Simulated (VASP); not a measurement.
Set up this calculation in VASP 6.6.1, as the native input.

* Task: single point
* Functional: PBE
* Dispersion: D3(BJ)
* Potentials or basis: VASP PAW PBE potentials, release 64 (Hg_sv_GW)
* Cutoff: 500 eV
* k mesh: 18 × 18 × 6
* Occupations: gaussian, width 0.15 eV
* Spin: no spin polarisation
* Dipole correction: no
* Further INCAR settings: ALGO = Normal; EDIFF = 1e-06; NBANDS = 48

The structure of Hg lies in POSCAR:

```
Hg
1.0
    3.3374995657      0.0000000000      0.0000000000
   -1.6687497829      2.8903594090      0.0000000000
    0.0000000000      0.0000000000      9.0000293231
Hg
4
Direct
    0.0000000000      0.0000000000      0.0000000000
    0.3333333333      0.6666666667      0.2500000000
    0.0000000000      0.0000000000      0.5000000000
    0.6666666667      0.3333333333      0.7500000000
```

This cell differs from its parent crystal: strain -0.1500 x Voigt [0, 0, 1, 0, 0, 0].

The input as run:

INCAR

```
PREC     = Accurate       # precision mode
ENCUT    = 500            # plane-wave cutoff, eV
EDIFF    = 1E-6           # SCF threshold, eV
ISMEAR   = 0              # smearing method
SIGMA    = 0.15           # smearing width, eV
LREAL    = False          # projectors in reciprocal space
LASPH    = True           # aspherical terms in the spheres
NELM     = 120            # most SCF steps
ALGO     = Normal         # electronic algorithm
ISIF     = 2              # what is computed and relaxed
LWAVE    = False          # write WAVECAR
LCHARG   = True           # write CHGCAR
GGA      = PE             # functional
IVDW     = 12             # dispersion correction
LELF     = True           # ELF
LVHAR    = True         
NBANDS   = 48             # bands
GGA_COMPAT= False
```

KPOINTS

```
Automatic mesh
0
Gamma
  18 18 6
```

Potentials or basis: VASP PAW PBE potentials, release 64 (Hg_sv_GW).

The run is started by

```bash
$ cat potpaw_PBE.64/Hg_sv_GW/POTCAR > POTCAR
$ mpirun -np 1 vasp_std > vasp.out
```

It gave:

```
Pressure                   : 5.6 GPa
Band gap on the k mesh     : zero (bands 40 and 41 overlap by 2.32 eV)
Dispersion energy per atom : -0.484 eV
```

Caveat: the cell differs from its parent crystal (strain -0.1500 x Voigt [0, 0, 1, 0, 0, 0]); the cell stands under pressure; spin-orbit coupling is left out, which moves the levels of the heavy elements.

It took 11 min on 1 thread of Intel(R) Xeon(R) Platinum 8259CL CPU @ 2.50GHz (Skylake/Cascade Lake) (shared host), peak memory 0.55 GiB.
